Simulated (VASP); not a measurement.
Input of a VASP 6.6.1 run:

Contents of POSCAR:

```
TiO
1.0
    2.8263326926      0.0000000000      0.0000000000
   -1.4131663463      2.4476759114      0.0000000000
    0.0000000000      0.0000000000      5.5411476734
Ti O
2 2
Direct
    0.3333333333      0.6666666667      0.2500000000
    0.6666666667      0.3333333333      0.7500000000
    0.0000000000      0.0000000000      0.0000000000
    0.0000000000      0.0000000000      0.5000000000
```

File INCAR.step1:

```
  PREC = Accurate
  ENCUT = 520
  ISMEAR = 0
  SIGMA = 0.15
  LREAL = False
  LASPH = True
  NELM = 100
  NBANDS = 26
  GGA = PE
  ALGO = Normal
  EDIFF = 1E-4
  LWAVE = True
  LCHARG = False
```

Contents of INCAR.step2:

```
  PREC = Accurate
  ENCUT = 520
  EDIFF = 1E-7
  ISMEAR = 0
  SIGMA = 0.15
  LREAL = False
  LASPH = True
  NELM = 100
  ALGO = Normal
  ISIF = 2
  LWAVE = False
  LCHARG = False
  METAGGA = R2SCAN
  LMIXTAU = True
  NBANDS = 26
  ISTART = 1
```

KPOINTS

```
regular mesh
0
Gamma
  12 12 6
```

Potentials or basis: VASP PAW PBE potentials, release 64 (Ti_sv, O).

Launch:

```bash
$ cat potpaw_PBE.64/Ti_sv/POTCAR potpaw_PBE.64/O/POTCAR > POTCAR
$ cp INCAR.step1 INCAR
$ mpirun -np 1 vasp_std > vasp.out
$ cp INCAR.step2 INCAR
$ mpirun -np 1 vasp_std > vasp.out
```

(1) Estimate the band gap on the k mesh.

(2) Estimate the pressure.

Results:

(1) zero (band 18 reaches 11.58 eV, above the bottom of band 19 at 11.55 eV).

(2) 1.8 GPa.

Caveat: the PAW data sets were made with another functional, which shifts forces and pressure a little; semilocal functionals often make such compounds metallic where correlation or magnetic order opens a gap, which also shifts bond lengths.
